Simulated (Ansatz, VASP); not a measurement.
## Hf: VASP beside Ansatz

INCAR

```
ALGO     = Normal         # electronic algorithm
EDIFF    = 1E-7           # SCF threshold, eV
ENCUT    = 520            # plane-wave cutoff, eV
GGA      = PE             # functional
ISIF     = 2              # what is computed and relaxed
ISMEAR   = -1             # smearing method
LASPH    = T              # aspherical terms in the spheres
LCHARG   = T              # write CHGCAR
LELF     = T              # ELF
LREAL    = F              # projectors in reciprocal space
LVHAR    = T            
LWAVE    = F              # write WAVECAR
NBANDS   = 17             # bands
NELM     = 100            # most SCF steps
PREC     = Accurate       # precision mode
SIGMA    = 0.05           # smearing width, eV
```

The input KPOINTS:

```
k-points
0
Gamma
  14 14 14
```

Contents of POSCAR:

```
Hf
1.0
   -2.6269914606      2.6269914606      1.4356793123
    2.6269914606     -2.6269914606      1.4356793123
    2.6269914606      2.6269914606     -1.4356793123
Hf
2
Direct
   -0.3750000000     -0.1250000000     -0.2500000000
    0.3750000000      0.1250000000      0.2500000000
```

Input for Ansatz:

```yaml
crystal:
  lattice:
    - [-2.6269914606, 2.6269914606, 1.4356793123]
    - [2.6269914606, -2.6269914606, 1.4356793123]
    - [2.6269914606, 2.6269914606, -1.4356793123]
  atoms:
    - { symbol: Hf, position: [-0.375, -0.125, -0.25] }
    - { symbol: Hf, position: [0.375, 0.125, 0.25] }
kpoints:
  mp_grid: { grid: [14, 14, 14] }
scf:
  occupations: { method: fermi_dirac, width: 0.05 }
hamiltonian:
  xc: pbe
  pseudopotentials: { kind: all_electron, lapw: { basis_error: 0.001 } }
output:
  forces: true
  stress: true
  eigenvalues: true
  populations: true
```

Change from the starting cell: volume scaled by 0.85, LAPW.

Alike in both runs: task single point; functional PBE; k mesh 14 × 14 × 14; occupations fermi-dirac, width 0.05 eV; no spin polarisation.

|  | VASP | Ansatz |
| --- | --- | --- |
| version | VASP 6.6.1 | Ansatz 0.2.0 |
| potentials or method | VASP PAW PBE potentials, release 64 (Hf_pv), cutoff 520 eV | all-electron LAPW, scalar-relativistic |

```csv
,VASP,Ansatz,Ansatz less VASP
pressure (GPa),18.2,18.8,+0.54
"traceless stress, the component that is largest in VASP (GPa)",0.09,0.04,-0.059
```

Ansatz ran all-electron here, and VASP with PAW potentials.

Neither program's run includes spin-orbit coupling.
